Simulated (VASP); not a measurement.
Runs of VASP 6.6.1 on ZrN. The structure is that of space group Fm-3m (No. 225), or close to it. The cells are those of the table. 

```tsv
level	cell	gap on the mesh (eV)	pressure (GPa)
RPBE	a = 3.267 Å, angles 60.0°, 2 atoms	none	(b)
RPBE	a = 3.245 Å, angles 60.0°, 2 atoms	none	5.2
PBEsol+D3(BJ)	a = 3.169 Å, angles 60.0°, 2 atoms	none	8.1
PBE+D3(BJ)	a = 3.181 Å, angles 60.0°, 2 atoms	none	11.9
PBEsol+D3(BJ)	a = 3.196 Å, angles 60.0°, 2 atoms	none	(c)
PBEsol+D3(BJ)	a = 3.175 Å, angles 60.0°, 2 atoms	none	6.3
PBEsol+D3(BJ)	a = 3.218 Å, angles 60.0°, 2 atoms	none	-5.1
PBEsol+D3(BJ)	a = 3.153 Å, angles 60.0°, 2 atoms	none	13.0
RPBE	a = 3.223 Å, angles 60.0°, 2 atoms	none	10.8
RPBE	a = 3.230 Å, angles 60.0°, 2 atoms	none	(a)
PBEsol+D3(BJ)	a = 3.230 Å, angles 60.0°, 2 atoms	none	-8.1
PBEsol+D3(BJ)	a = 3.239 Å, angles 60.0°, 2 atoms	none	-9.9
```

Alike in all rows: task single point; potentials or basis VASP PAW PBE potentials, release 64 (Zr_sv, N); no spin polarisation; k mesh 8 × 8 × 8; cutoff (eV) 600; smearing gaussian 0.05 eV.

Q: Fill in the values left out.

A: (a) 8.7; (b) 0.2; (c) 0.3.

Caveats: the PAW data sets were made with another functional, which shifts forces and pressure a little (at least some runs); the cell stands under pressure (at least some runs); the cell stands under tension (at least some runs).

A k mesh can miss the band edges, and the runs leave out spin-orbit coupling on Zr.

A gap of «none» marks levels without a gap at the run's occupations.
